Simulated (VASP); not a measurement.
# Rb6AgSn (P-1) in VASP: single point with PBE

Aim: the single point of Rb6AgSn with PBE.

All numbers are computed with VASP 6.6.1; they aren't measurements. Logs are shortened: lines on timing, memory, paths and dates and some standing lists are left out, and cuts for length are marked.

**1. The cell of the first run**

The typed cell holds 8 atoms: a = 7.460 Å, b = 7.530 Å, c = 8.073 Å, α = 115.67°, β = 89.30°, γ = 118.78°.

**2. Single point, PBE**

Contents of INCAR:

```
PREC = Accurate ; ENCUT = 520
EDIFF = 1E-6 ; ISMEAR = 1
SIGMA = 0.0144 ; LREAL = False
LASPH = True ; NELM = 100
ALGO = Normal ; ISIF = 2
LWAVE = False ; LCHARG = True
GGA = PE ; LELF = True
LVHAR = True ; NBANDS = 50
```

Contents of KPOINTS:

```
Automatic mesh
0
Gamma
  3 3 3
  0.5 0.5 0.5
```

Contents of POSCAR:

```
Rb6AgSn
1.0
    7.4596920000      0.0000000000      0.0000000000
   -3.6252760000      6.5997920000      0.0000000000
    0.0986360000     -3.9359050000      7.0480900000
Rb Ag Sn
6 1 1
Direct
    0.2508000000      0.8537000000      0.7367000000
    0.7492000000      0.1463000000      0.2633000000
    0.5758000000      0.4399000000      0.7232000000
    0.4242000000      0.5601000000      0.2768000000
    0.8644000000      0.1243000000      0.7376000000
    0.1356000000      0.8757000000      0.2624000000
    0.0000000000      0.0000000000      0.0000000000
    0.5000000000      0.0000000000      0.5000000000
```

Potentials or basis: VASP PAW PBE potentials, release 64 (Rb_sv, Ag, Sn_d).

Started as:

```console
$ cat potpaw_PBE.64/Rb_sv/POTCAR potpaw_PBE.64/Ag/POTCAR potpaw_PBE.64/Sn_d/POTCAR > POTCAR
$ mpirun -np 1 vasp_std > vasp.out
```

OUTCAR:

```text
PREC = Accurate
   ENCUT = 520
   EDIFF = 1E-6
   ISMEAR = 1
   LREAL = False
   LASPH = True
   NELM = 100
   ISIF = 2
   GGA = PE

 ion  position               nearest neighbor table
   1  0.251  0.854  0.737-   8 2.84   7 3.02   3 3.93   4 3.98   5 4.01   6 4.02   5 4.25   6 4.27
                             3 4.44   2 4.53   2 4.60   4 4.73   3 4.75   5 4.82   2 5.69
   2  0.749  0.146  0.263-   8 2.84   7 3.02   4 3.93   3 3.98   6 4.01   5 4.02   6 4.25   5 4.27
                             4 4.44   1 4.53   1 4.60   3 4.73   4 4.75   6 4.82   1 5.69
   3  0.576  0.440  0.723-   8 2.75   7 3.46   5 3.93   1 3.93   6 3.98   2 3.98   4 4.36   4 4.41
                             1 4.44   5 4.47   5 4.68   6 4.69   2 4.73   1 4.75   4 5.51
   4  0.424  0.560  0.277-   8 2.75   7 3.46   6 3.93   2 3.93   5 3.98   1 3.98   3 4.36   3 4.41
                             2 4.44   6 4.47   6 4.68   5 4.69   1 4.73   2 4.75   3 5.51
   5  0.864  0.124  0.738-   8 2.84   7 3.01   3 3.93   4 3.98   1 4.01   2 4.02   1 4.25   2 4.27
                             6 4.42   3 4.47   3 4.68   4 4.69   6 4.74   1 4.82   6 5.68
   6  0.136  0.876  0.262-   8 2.84   7 3.01   4 3.93   3 3.98   2 4.01   1 4.02   2 4.25   1 4.27
                             5 4.42   4 4.47   4 4.68   3 4.69   5 4.74   2 4.82   5 5.68
   7  0.000  0.000  0.000-   5 3.01   6 3.01   1 3.02   2 3.02   4 3.46   3 3.46
   8  0.500  0.000  0.500-   3 2.75   4 2.75   5 2.84   6 2.84   1 2.84   2 2.84

  LATTYP: Found a triclinic cell.
 ALAT       =     7.4596920000
 B/A-ratio  =     1.4645158442
 C/A-ratio  =     1.0094159793
 COS(alpha) =     0.0086272427
 COS(beta)  =     0.4814486841
 COS(gamma) =     0.6737909146

  Lattice vectors:

 A1 = (  -7.4596920000,   0.0000000000,   0.0000000000)
 A2 = (  -7.3610560000,  -3.9359050000,   7.0480900000)
 A3 = (  -3.6252760000,   6.5997920000,   0.0000000000)

Analysis of symmetry for initial positions (statically):
=====================================================================
 Subroutine PRICEL returns:
 Original cell was already a primitive cell.

 Routine SETGRP: Setting up the symmetry group for a
 triclinic supercell.

 Subroutine GETGRP returns: Found  2 space group operations
 (whereof  2 operations were pure point group operations)
 out of a pool of  2 trial point group operations.

The static configuration has the point symmetry S_2 .

Analysis of symmetry for dynamics (positions and initial velocities):
=====================================================================
 Subroutine PRICEL returns:
[... 116 lines left out ...]
   ISIF   =      2    stress and relaxation
   ISYM   =      2    0-nonsym 1-usesym 2-fastsym
   POTIM  = 0.5000    time-step for ionic-motion
   TEBEG  =    0.0;   TEEND  =   0.0 temperature during run
   PSTRESS=    0.0 pullay stress
   NELECT =      79.0000    total number of electrons
   NUPDOWN=      -1.0000    fix difference up-down
   EMIN   =  10.00;   EMAX   =-10.00  energy-range for DOS
   EFERMI =   0.00;   METHOD = LEGACY
   ISMEAR =     1;   SIGMA  =   0.01  broadening in eV -4-tet -1-fermi 0-gaus
   EFERMI_NEDOS =   21; number of points for ismear=-14 and -15
   IALGO  =     38    algorithm
   IMIX   =      4    mixing-type and parameters
     AMIX     =   0.40;   BMIX     =  1.00
     AMIX_MAG =   1.60;   BMIX_MAG =  1.00
  volume/ion in A,a.u.               =      43.37       292.70
  Fermi-wavevector in a.u.,A,eV,Ry     =   0.999639  1.889043 13.595992  0.999277
  Thomas-Fermi vector in A             =   2.131942
   LORBIT       =      0    0 simple, 1 ext, 2 COOP (PROOUT), +10 PAW based schemes
   GGA     = PE    functional components
   LHFCALC =     F    Hartree Fock is set to
   AEXX    =    0.0000 exact exchange contribution
   IVDW    =     0    specifies the selected vdW correction
   LEPSILON=     F    determine dielectric tensor
   LRPA    =     F    only Hartree local field effects (RPA)
 non-spin polarized calculation
 Methfessel and Paxton  Order N= 1 SIGMA  =   0.01
  energy-cutoff  :      520.00
  volume of cell :      346.99
 maximum number of plane-waves:      9370
   NGX = 27   NGY = 27   NGZ = 31

 number of electron      79.0000002 magnetization

 Free energy of the ion-electron system (eV)
  ---------------------------------------------------
  ext. energy  EPLUGINS =         0.00000000
  ---------------------------------------------------
  free energy    TOTEN  =        -5.28682656 eV

  energy without entropy =       -5.28675534  energy(sigma->0) =       -5.28680282

 E-fermi :   2.2853     XC(G=0):  -7.3909

 val. band max:        2.2801750321   @ k =   0.1667   0.1667   0.5000
 cond. band min:       2.3001069022   @ k =   0.1667   0.5000   0.5000
 fundamental gap:      0.0199318700
 Fermi energy:         2.2852752286

 k-point     1 :       0.1667    0.1667    0.1667
  band No.  band energies     occupation
      1     -26.0230      2.00000
      2     -26.0051      2.00000
      3     -25.9126      2.00000
      4     -25.8982      2.00000
      5     -25.8795      2.00000
      6     -25.8741      2.00000
[... 731 lines left out ...]
     49       4.8015      0.00000
     50       4.8550      0.00000

------------------------ aborting loop because EDIFF is reached ----------------------------------------

  FORCE on cell =-STRESS in cart. coord.  units (eV):
  Direction    XX          YY          ZZ          XY          YZ          ZX
  --------------------------------------------------------------------------------------
  -------------------------------------------------------------------------------------
  Total       23.9597809     23.0148044     24.4966296     -1.7882530     -0.5701116     -1.3133873
  in kB      110.6294716    106.2662326    113.1082627     -8.2568986     -2.6323759     -6.0643017
  external PRESSURE =     110.0013223 kB  Pullay stress =       0.0000000 kB

 VOLUME and BASIS-vectors are now :
 -----------------------------------------------------------------------------
  energy-cutoff  :      520.00
  volume of cell :      346.99
      direct lattice vectors                 reciprocal lattice vectors
     7.459692000  0.000000000  0.000000000     0.134053792  0.073635956  0.039244902
    -3.625276000  6.599792000  0.000000000     0.000000000  0.151519927  0.084614135
     0.098636000 -3.935905000  7.048090000     0.000000000  0.000000000  0.141882411

 POSITION                                       TOTAL-FORCE (eV/Angst)
 -----------------------------------------------------------------------------------
     -1.15134      2.73466      5.19233        -0.696477     -2.040418      1.308073
      5.08439     -0.07077      1.85576         0.696477      2.040418     -1.308073
      2.77187      0.05680      5.09718        -1.377384      2.515316      2.027905
      1.16119      2.60708      1.95091         1.377384     -2.515316     -2.027905
      6.07029     -2.08277      5.19867         2.013651      0.434599      1.345564
     -2.13724      4.74666      1.84942        -2.013651     -0.434599     -1.345564
      0.00000      0.00000      0.00000        -0.000000      0.000000      0.000000
      3.77916     -1.96795      3.52405        -0.000000      0.000000      0.000000
 -----------------------------------------------------------------------------------
    total drift:                                0.000000      0.000000      0.000000

  FREE ENERGIE OF THE ION-ELECTRON SYSTEM (eV)
  ---------------------------------------------------
  free  energy   TOTEN  =        -5.2868265629 eV

  energy  without entropy=       -5.2867553398  energy(sigma->0) =       -5.28680282
```

Run time: 4.1 min. Hardware: 1 thread of AMD EPYC 7R13 (Zen 3), shared host; peak memory 0.54 GiB.

Results:

```yaml
Free_energy: -5.2868 eV
Pressure: 11.0 GPa
Largest_force: 3.512 eV/Å
Band_gap_on_the_k_mesh: zero (an odd number of electrons rules out a gap without spin polarisation)
```

Forces in eV/Å, atoms in the order of the input:
```
Rb  -0.696 -2.040  1.308
Rb   0.696  2.040 -1.308
Rb  -1.377  2.515  2.028
Rb   1.377 -2.515 -2.028
Rb   2.014  0.435  1.346
Rb  -2.014 -0.435 -1.346
Ag   0.000  0.000  0.000
Sn   0.000  0.000  0.000
```

Caveat: the cell stands under pressure; spin-orbit coupling is left out, which moves the levels of the heavy elements; forces of over 1 eV/Å act on the atoms, so gaps and moduli don't describe the material at rest.
